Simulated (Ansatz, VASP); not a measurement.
# One calculation of W, two programs

The input INCAR:

```
PREC = Accurate
ENCUT = 600
EDIFF = 1E-6
ISMEAR = -1
SIGMA = 0.05
LREAL = F
LASPH = T
NELM = 60
ALGO = Fast
ISIF = 3
LWAVE = F
LCHARG = F
GGA = RP
IVDW = 12
IBRION = 2
NSW = 60
EDIFFG = -0.01
```

The input KPOINTS:

```
Automatic mesh
0
Gamma
  12 12 12
```

POSCAR

```
W
1.0
   -1.5823450000      1.5823450000      1.5823450000
    1.5823450000     -1.5823450000      1.5823450000
    1.5823450000      1.5823450000     -1.5823450000
W
1
Direct
    0.0000000000      0.0000000000      0.0000000000
```

The input input.yaml:

```yaml
crystal:
  lattice:
    - [-1.582345, 1.582345, 1.582345]
    - [1.582345, -1.582345, 1.582345]
    - [1.582345, 1.582345, -1.582345]
  atoms:
    - { symbol: W, position: [0.0, 0.0, 0.0] }
hamiltonian:
  xc: rpbe
  pseudopotentials: { kind: paw }
  dispersion: d3bj
kpoints:
  mp_grid: { grid: [12, 12, 12] }
scf:
  occupations: { method: fermi_dirac, width: 0.05 }
output:
  forces: true
  stress: true
  write_density: true
  write_potential: true
  elf: true
  volumetric_format: npy
relax:
  f_tol: 0.01
  max_steps: 40
  cell: { stress_tol: 0.05 }
```

Alike in both runs: task relaxation of cell and atoms; functional RPBE; dispersion D3(BJ); k mesh 12 × 12 × 12; occupations fermi-dirac, width 0.05 eV; no spin polarisation.

```csv
,VASP,Ansatz
version,VASP 6.6.1,Ansatz 0.2.0
potentials or method,"VASP PAW PBE potentials, release 64 (W_sv)",Ansatz PAW
plane-wave cutoff (eV),600,420
valence electrons in the cell,14,14
```

|  | VASP | Ansatz | Ansatz less VASP |
| --- | --- | --- | --- |
| gap on the k mesh at the Fermi level, each at its own relaxed structure (eV) | none | none | - |
| relaxed volume (Å³/atom) | 14.11 | 14.06 | -0.051 |
| relaxed cell length with the largest relative difference (Å) | 2.637 | 2.634 | -0.0032 |

VASP's potentials were made for PBE, not for RPBE. A gap of «none» marks a metal or a gap that the smearing closes.

Spin-orbit coupling is off throughout. Noted on Ansatz's run: the plane-wave basis is chosen anew once the cell has moved, so the energies of steps on either side of that aren't comparable.
